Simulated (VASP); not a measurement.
Runs of VASP 6.6.1 on MgC2. The structure is that of space group Fm-3m (No. 225), or close to it. The cells are those of the table. 

```csv
task,cell,gap on the mesh (eV),pressure (GPa)
single point,"a = 3.407 Å, angles 60.0°, 3 atoms",none,(a)
single point,"a = 3.353 Å, angles 60.0°, 3 atoms",none,31.0
relaxation of cell and atoms,"relaxed to 20 GPa from a = 3.705 Å, angles 60.0°, 3 atoms",none,19.8
relaxation of cell and atoms,"relaxed to 10 GPa from a = 3.705 Å, angles 60.0°, 3 atoms",none,10.0
relaxation of cell and atoms,"relaxed to 30 GPa from a = 3.705 Å, angles 60.0°, 3 atoms",none,30.0
relaxation of cell and atoms,"relaxed from a = 3.705 Å, angles 60.0°, 3 atoms",none,-0.2
single point,"a = 3.559 Å, angles 60.0°, 3 atoms",none,0.1
single point,"a = 3.473 Å, angles 60.0°, 3 atoms",none,10.4
```

Alike in all rows: level PBEsol; potentials or basis VASP PAW PBE potentials, release 64 (Mg, C); no spin polarisation; k mesh 4 × 4 × 4; cutoff (eV) 600; smearing methfessel-paxton 0.01 eV.

Problem. Estimate the missing entries.

Solution. (a) 20.7.

Caveats: all runs use coarse meshes; the PAW data sets were made with another functional, which shifts forces and pressure a little; the cell is relaxed towards a set pressure, so the run minimises the enthalpy, not the energy (at least some runs).

A gap of «none» marks levels without a gap at the run's occupations.
